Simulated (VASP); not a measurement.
# KZn3Ge4P7 (a cell with a defect) in VASP: further runs, part 2 of 2

VASP 6.6.1. The steps go on from the part before.

## (4) Single point, PBEsol, collinear spin

INCAR

```
SYSTEM = KZn3Ge4P7
  PREC = Accurate
  ENCUT = 520
  EDIFF = 1E-7
  ISMEAR = -1
  SIGMA = 0.05
  LREAL = Auto
  LASPH = .True.
  NELM = 150
  ALGO = Normal
  ISIF = 2
  LWAVE = .False.
  LCHARG = .False.
  ISPIN = 2
  MAGMOM = 0 0 0.286 0.286 0 0 0.286 0 0 0.286 0.286 0 0.286 0 0.286
  LORBIT = 11
  GGA = PS
  NBANDS = 85
  NELECT = 134.0
  ISYM = 0
```

KPOINTS

```
Automatic mesh
0
Gamma
  1 1 1
  0.25 0.25 0.25
```

POSCAR

```
KZn3Ge4P7
1.0
    5.4241330000     -0.0000440000     -0.0000150000
   -0.0000440000      5.4241330000     -0.0000150000
   -0.0000300000     -0.0000300000     10.7085280000
Zn Ge P K
3 4 7 1
Direct
    0.9982090000      0.0025290000      0.9986230000
    0.9977580000      0.4972560000      0.2492840000
    0.4997240000      0.9892430000      0.7500420000
    0.0030980000      0.0033930000      0.4989070000
    0.5056430000      0.9986550000      0.2508260000
    0.4994140000      0.5021530000      0.0011570000
    0.0059060000      0.4990860000      0.7521410000
    0.2526380000      0.2546750000      0.1242670000
    0.7474820000      0.7465570000      0.1225030000
    0.7489190000      0.2491210000      0.3779360000
    0.2520790000      0.7545780000      0.3783460000
    0.2537350000      0.7450450000      0.8728500000
    0.7502490000      0.7499760000      0.6249880000
    0.7530330000      0.2505880000      0.8747270000
    0.4962420000      0.4980230000      0.4977660000
```

Potentials or basis: VASP PAW PBE potentials, release 64 (Zn, Ge_d, P, K_sv).

Run with:

```
$ cat potpaw_PBE.64/Zn/POTCAR potpaw_PBE.64/Ge_d/POTCAR potpaw_PBE.64/P/POTCAR potpaw_PBE.64/K_sv/POTCAR > POTCAR
$ mpirun -np 1 vasp_std > vasp.out
```

OUTCAR:

```text
SYSTEM = KZn3Ge4P7
   PREC = Accurate
   ENCUT = 520
   EDIFF = 1E-7
   ISMEAR = -1
   LREAL = Auto
   LASPH = .True.
   NELM = 150
   ISIF = 2
   ISPIN = 2
   LORBIT = 11
   GGA = PS
   NELECT = 134.0
   ISYM = 0

 ion  position               nearest neighbor table
   1  0.998  0.003  0.999-  14 2.31   9 2.35   8 2.36  12 2.38
   2  0.998  0.497  0.249-   8 2.33   9 2.35  10 2.35  11 2.40
   3  0.500  0.989  0.750-  12 2.29  13 2.31  14 2.38
   4  0.003  0.003  0.499-  11 2.30  10 2.31  13 2.37
   5  0.506  0.999  0.251-  10 2.33   9 2.34  11 2.35   8 2.38
   6  0.499  0.502  0.001-   9 2.29   8 2.31  12 2.32  14 2.36
   7  0.006  0.499  0.752-  12 2.29  14 2.33  13 2.37
   8  0.253  0.255  0.124-   6 2.31   2 2.33   1 2.36   5 2.38
   9  0.747  0.747  0.123-   6 2.29   5 2.34   2 2.35   1 2.35
  10  0.749  0.249  0.378-  15 2.31   4 2.31   5 2.33   2 2.35
  11  0.252  0.755  0.378-   4 2.30  15 2.31   5 2.35   2 2.40
  12  0.254  0.745  0.873-   7 2.29   3 2.29   6 2.32   1 2.38
  13  0.750  0.750  0.625-   3 2.31   4 2.37  15 2.37   7 2.37
  14  0.753  0.251  0.875-   1 2.31   7 2.33   6 2.36   3 2.38
  15  0.496  0.498  0.498-  11 2.31  10 2.31  13 2.37

IMPORTANT INFORMATION: All symmetrisations will be switched off!
NOSYMM: (Re-)initialisation of all symmetry stuff for point group C_1.

----------------------------------------------------------------------------------------

                                     Primitive cell

  volume of cell :     315.0579

  direct lattice vectors                    reciprocal lattice vectors
     5.424133000 -0.000044000 -0.000015000     0.184361261  0.000001496  0.000000516
    -0.000044000  5.424133000 -0.000015000     0.000001496  0.184361261  0.000000516
    -0.000030000 -0.000030000 10.708528000     0.000000258  0.000000258  0.093383516

  length of vectors
     5.424133000  5.424133000 10.708528000     0.184361261  0.184361261  0.093383516

  position of ions in fractional coordinates (direct lattice)
     0.998209000  0.002529000  0.998623000
     0.997758000  0.497256000  0.249284000
     0.499724000  0.989243000  0.750042000
     0.003098000  0.003393000  0.498907000
     0.505643000  0.998655000  0.250826000
     0.499414000  0.502153000  0.001157000
     0.005906000  0.499086000  0.752141000
     0.252638000  0.254675000  0.124267000
     0.747482000  0.746557000  0.122503000
     0.748919000  0.249121000  0.377936000
     0.252079000  0.754578000  0.378346000
     0.253735000  0.745045000  0.872850000
     0.750249000  0.749976000  0.624988000
     0.753033000  0.250588000  0.874727000
     0.496242000  0.498023000  0.497766000

  ion indices of the primitive-cell ions
   primitive index   ion index
                 1           1
                 2           2
                 3           3
                 4           4
                 5           5
                 6           6
                 7           7
                 8           8
                 9           9
                10          10
                11          11
                12          12
                13          13
                14          14
                15          15

----------------------------------------------------------------------------------------

[... 75 lines left out ...]
   LEPSILON=     F    determine dielectric tensor
   LRPA    =     F    only Hartree local field effects (RPA)
 spin polarized calculation
  energy-cutoff  :      520.00
  volume of cell :      315.06
 maximum number of plane-waves:      8493
   NGX = 21   NGY = 21   NGZ = 39

 number of electron     134.0000016 magnetization       0.5072101

 Free energy of the ion-electron system (eV)
  ---------------------------------------------------
  ext. energy  EPLUGINS =         0.00000000
  ---------------------------------------------------
  free energy    TOTEN  =       -70.71195181 eV

  energy without entropy =      -70.60768673  energy(sigma->0) =      -70.65981927

 E-fermi :   3.5879     XC(G=0):  -9.6781

 val. band max:        3.5847797575   @ k =  -0.2500  -0.2500   0.2500
 cond. band min:       3.6145562588   @ k =   0.2500   0.2500   0.2500
 fundamental gap:      0.0297765012
 Fermi energy:         3.5878807766

 spin component 1

 k-point     1 :       0.2500    0.2500    0.2500
  band No.  band energies     occupation
      1     -25.9657      1.00000
      2     -20.9504      1.00000
      3     -20.9320      1.00000
      4     -20.9189      1.00000
      5     -20.9042      1.00000
      6     -20.8885      1.00000
[... 153 lines left out ...]
     78       7.6167      0.00000
     79       7.8699      0.00000
 Fermi energy:         3.5878807766

 spin component 2

 k-point     1 :       0.2500    0.2500    0.2500
  band No.  band energies     occupation
      1     -25.9473      1.00000
      2     -20.9500      1.00000
      3     -20.9318      1.00000
      4     -20.9186      1.00000
      5     -20.9037      1.00000
      6     -20.8883      1.00000
[... 153 lines left out ...]
     78       7.6469      0.00000
     79       7.9015      0.00000
 [bands above 79 left out]

------------------------ aborting loop because EDIFF is reached ----------------------------------------

  FORCE on cell =-STRESS in cart. coord.  units (eV):
  Direction    XX          YY          ZZ          XY          YZ          ZX
  --------------------------------------------------------------------------------------
  -------------------------------------------------------------------------------------
  Total       -8.7017381     -7.5612433    -10.7324297     -9.2388267      3.0171445      1.8388452
  in kB      -44.2513121    -38.4515065    -54.5780731    -46.9825912     15.3432108      9.3511565
  external PRESSURE =     -45.7602973 kB  Pullay stress =       0.0000000 kB

 VOLUME and BASIS-vectors are now :
 -----------------------------------------------------------------------------
  energy-cutoff  :      520.00
  volume of cell :      315.06
      direct lattice vectors                 reciprocal lattice vectors
     5.424133000 -0.000044000 -0.000015000     0.184361261  0.000001496  0.000000516
    -0.000044000  5.424133000 -0.000015000     0.000001496  0.184361261  0.000000516
    -0.000030000 -0.000030000 10.708528000     0.000000258  0.000000258  0.093383516

 POSITION                                       TOTAL-FORCE (eV/Angst)
 -----------------------------------------------------------------------------------
      5.41439      0.01364     10.69377        -0.061684     -0.126062      0.498798
      5.41194      2.69713      2.66944        -0.025025      0.091839      0.536089
      2.71050      5.36574      8.03182         0.377622      0.212353      0.591532
      0.01679      0.01839      5.34256        -0.404241     -0.372001      0.751560
      2.74262      5.41681      2.68595        -0.183825      0.069030      0.218154
      2.70887      2.72372      0.01237         0.229147     -0.127465     -0.194997
      0.03199      2.70709      8.05432        -0.423617     -0.093509     -0.198493
      1.37033      1.38138      1.33071        -0.247672     -0.724537     -0.152221
      4.05441      4.04939      1.31180         0.565435      0.537080     -0.232530
      4.06221      1.35122      4.04712         3.198958     -2.762312     -2.407773
      1.36727      4.09291      4.05151        -3.004125      2.932998     -2.749334
      1.37623      4.04119      9.34692        -0.133512      0.056205     -0.055863
      4.06940      4.06792      6.69268         3.239413      2.526633      1.906988
      4.08451      1.35916      9.36702        -0.519497      0.292897     -0.640308
      2.69165      2.70131      5.33033        -2.607375     -2.513148      2.128400
 -----------------------------------------------------------------------------------
    total drift:                               -0.013879     -0.007369     -0.009440

  FREE ENERGIE OF THE ION-ELECTRON SYSTEM (eV)
  ---------------------------------------------------
  free  energy   TOTEN  =       -70.7119518057 eV

  energy  without entropy=      -70.6076867286  energy(sigma->0) =      -70.65981927

 total charge

# of ion       s       p       d       tot
------------------------------------------
    1        0.582   0.537   9.733  10.852
    2        0.572   0.545   9.728  10.844
    3        0.611   0.430   9.735  10.776
    4        1.151   1.066  10.048  12.264
    5        1.095   1.177  10.071  12.343
    6        1.092   1.216  10.081  12.389
    7        1.145   1.079  10.044  12.268
    8        1.035   1.415   0.000   2.449
    9        1.031   1.437   0.000   2.468
   10        1.081   1.422   0.000   2.503
   11        1.086   1.405   0.000   2.491
   12        1.033   1.437   0.000   2.470
   13        1.077   1.406   0.000   2.483
   14        1.030   1.426   0.000   2.456
   15        2.015   5.564   0.220   7.800
--------------------------------------------------
tot         15.634  21.563  69.659 106.856

 magnetization (x)

# of ion       s       p       d       tot
------------------------------------------
    1        0.002   0.006   0.003   0.011
    2        0.000   0.001   0.001   0.002
    3        0.001   0.014   0.004   0.020
    4        0.000   0.012   0.002   0.014
    5        0.001   0.000   0.000   0.001
    6        0.000   0.001   0.002   0.003
    7        0.007   0.029   0.002   0.038
    8        0.001   0.008   0.000   0.008
    9        0.000   0.006   0.000   0.007
   10        0.000  -0.001   0.000  -0.001
   11       -0.000   0.001   0.000   0.000
   12        0.001   0.027   0.000   0.028
   13        0.005   0.085   0.000   0.090
   14        0.001   0.016   0.000   0.017
   15        0.002   0.008   0.006   0.016
--------------------------------------------------
tot          0.022   0.213   0.020   0.255
```

Wall time 3 min (1 thread of Intel Xeon 6975P-C (Granite Rapids), shared host); peak memory 0.49 GiB.

Results:

```yaml
Free_energy: -70.7120 eV
Largest_force: 5.019 eV/Å
Net_moment: 0.51 μB per cell
Site_moments: Zn +0.01, +0.00, +0.02; Ge +0.01, +0.00, +0.04 (each value once); P +0.01, -0.00, +0.00, +0.03, +0.09, +0.02 (each value once); K +0.02 μB
Valence_electrons_inside_the_program's_atomic_spheres: Zn 10.85, 10.84, 10.78; Ge 12.26, 12.34, 12.39, 12.27; P 2.45, 2.47, 2.50, 2.49, 2.48, 2.46 (each value once); K 7.80
```

Forces in eV/Å, atoms in the order of the input:
```
Zn  -0.062 -0.126  0.499
Zn  -0.025  0.092  0.536
Zn   0.378  0.212  0.592
Ge  -0.404 -0.372  0.752
Ge  -0.184  0.069  0.218
Ge   0.229 -0.127 -0.195
Ge  -0.424 -0.094 -0.198
P   -0.248 -0.725 -0.152
P    0.565  0.537 -0.233
P    3.199 -2.762 -2.408
P   -3.004  2.933 -2.749
P   -0.134  0.056 -0.056
P    3.239  2.527  1.907
P   -0.519  0.293 -0.640
K   -2.607 -2.513  2.128
```

Caveat: the k points lie up to 1.16 Å⁻¹ apart; the cell carries a net charge on a neutralising background, which shifts energy and pressure; the cell is charged against a uniform background, so pressure and absolute levels hang on convention; the PAW data sets were made with another functional, which shifts forces and pressure a little.

## (5) Single point, PBEsol+D3(BJ), collinear spin

INCAR, as its differences from that of step 4:

```diff
@@ -3,3 +3,3 @@
   ENCUT = 520
-  EDIFF = 1E-7
+  EDIFF = 1E-6
   ISMEAR = -1
@@ -17,4 +17,5 @@
   GGA = PS
-  NBANDS = 85
+  IVDW = 12
   NELECT = 134.0
   ISYM = 0
+  NBANDS = 85
```

KPOINTS is that of step 4.

POSCAR is that of step 4.

Run with:

```
$ cat potpaw_PBE.64/Zn/POTCAR potpaw_PBE.64/Ge_d/POTCAR potpaw_PBE.64/P/POTCAR potpaw_PBE.64/K_sv/POTCAR > POTCAR
$ mpirun -np 1 vasp_std > vasp.out
```

Wall time 2.4 min (1 thread of Intel Xeon 6975P-C (Granite Rapids), shared host); peak memory 0.5 GiB.

Results (log left out):

```
Free energy                                           : -74.9750 eV
Largest force                                         : 5.022 eV/Å
Net moment                                            : 0.51 μB per cell
Site moments                                          : Zn +0.01, +0.00, +0.02; Ge +0.01, +0.00, +0.04 (each value once); P +0.01, -0.00, +0.00, +0.03, +0.09, +0.02 (each value once); K +0.02 μB
Valence electrons inside the program's atomic spheres : Zn 10.85, 10.84, 10.78; Ge 12.27, 12.34, 12.39 (each value once); P 2.45, 2.47, 2.50, 2.49, 2.48, 2.46 (each value once); K 7.80
Dispersion energy per atom                            : -0.284 eV
```

Forces in eV/Å, atoms in the order of the input:
```
Zn  -0.061 -0.125  0.507
Zn  -0.024  0.092  0.529
Zn   0.374  0.216  0.595
Ge  -0.401 -0.368  0.748
Ge  -0.185  0.070  0.210
Ge   0.228 -0.128 -0.187
Ge  -0.420 -0.097 -0.192
P   -0.249 -0.726 -0.153
P    0.566  0.539 -0.233
P    3.198 -2.762 -2.415
P   -3.003  2.932 -2.756
P   -0.134  0.057 -0.049
P    3.239  2.526  1.908
P   -0.518  0.292 -0.633
K   -2.610 -2.515  2.122
```

Levels at points of the mesh, in eV from the Fermi level:
Spin up:
| k point | band 64 | band 65 | band 66 | band 67 | band 68 | band 69 | band 70 | band 71 |
| --- | --- | --- | --- | --- | --- | --- | --- | --- |
| (0.25, 0.25, 0.25) | -1.14 | -0.82 | -0.66 | -0.14 | 0.03 | 0.52 | 1.84 | 2.17 |
Spin down:
```csv
k point,band 63,band 64,band 65,band 66,band 67,band 68,band 69,band 70,band 71,band 72
"(0.25, 0.25, 0.25)",-1.39,-1.08,-0.79,-0.62,-0.02,0.07,0.60,1.86,2.20,2.38
```

Caveat: the k points lie up to 1.16 Å⁻¹ apart; the cell carries a net charge on a neutralising background, which shifts energy and pressure; the cell is charged against a uniform background, so pressure and absolute levels hang on convention; three body term missing; the PAW data sets were made with another functional, which shifts forces and pressure a little.

## (6) Single point, PBEsol, collinear spin

INCAR

```
SYSTEM = KZn3Ge4P7
PREC     = Accurate       ! precision mode
ENCUT    = 520            ! plane-wave cutoff, eV
EDIFF    = 1E-7           ! SCF threshold, eV
ISMEAR   = -1             ! smearing method
SIGMA    = 0.05           ! smearing width, eV
LREAL    = Auto         
LASPH    = .True.         ! aspherical terms in the spheres
NELM     = 150            ! most SCF steps
ALGO     = Normal         ! electronic algorithm
ISIF     = 2              ! what is computed and relaxed
LWAVE    = .False.        ! write WAVECAR
LCHARG   = .False.        ! write CHGCAR
ISPIN    = 2              ! spin polarisation
MAGMOM   = 0 0 0.286 0.286 0 0 0.286 0 0 0.286 0.286 0 0.286 0 0.286 ! initial moments
LORBIT   = 11             ! projections on sites
GGA      = PS             ! functional
NELECT   = 132.0        
ISYM     = 0            
NBANDS   = 85             ! bands
```

KPOINTS is that of step 5.

POSCAR is that of step 5.

Potentials or basis: VASP PAW PBE potentials, release 64 (Zn, Ge_d, P, K_sv).

Run with:

```
$ cat potpaw_PBE.64/Zn/POTCAR potpaw_PBE.64/Ge_d/POTCAR potpaw_PBE.64/P/POTCAR potpaw_PBE.64/K_sv/POTCAR > POTCAR
$ mpirun -np 1 vasp_std > vasp.out
```

Run time: 89 s. Hardware: 1 thread of Intel Xeon 6975P-C (Granite Rapids), shared host; peak memory 0.48 GiB.

Results (log left out):

```
Free energy                                           : -77.6172 eV
Largest force                                         : 5.112 eV/Å
Net moment                                            : 0.00 μB per cell
Valence electrons inside the program's atomic spheres : Zn 10.80, 10.79, 10.72; Ge 12.21, 12.29, 12.34, 12.20; P 2.40, 2.42, 2.44, 2.43, 2.41 (each value once); K 7.73
```

Forces in eV/Å, atoms in the order of the input:
```
Zn  -0.258 -0.068  0.559
Zn  -0.038  0.137  0.701
Zn   0.261  0.238  0.878
Ge  -0.772 -0.829  0.561
Ge  -0.238 -0.113  0.476
Ge   0.110 -0.053 -0.173
Ge  -0.719  0.400  0.430
P   -0.346 -0.708 -0.363
P    0.757  0.733 -0.388
P    3.500 -2.697 -2.323
P   -3.154  3.073 -2.597
P   -0.047 -0.223 -0.440
P    3.599  2.501  1.862
P   -0.351  0.043 -0.774
K   -2.304 -2.432  1.590
```

Levels at points of the mesh, in eV from the Fermi level:
Spin up:
```
           k point  band 63  band 64  band 65  band 66  band 67  band 68  band 69  band 70
(0.25, 0.25, 0.25)    -0.99    -0.72    -0.41    -0.23     0.24     0.36     0.93     2.31
```
Spin down:
```
           k point  band 64  band 65  band 66  band 67  band 68  band 69
(0.25, 0.25, 0.25)    -0.72    -0.41    -0.23     0.24     0.36     0.93
```

Caveat: the k points lie up to 1.16 Å⁻¹ apart; the cell carries a net charge on a neutralising background, which shifts energy and pressure; the cell is charged against a uniform background, so pressure and absolute levels hang on convention; the PAW data sets were made with another functional, which shifts forces and pressure a little.
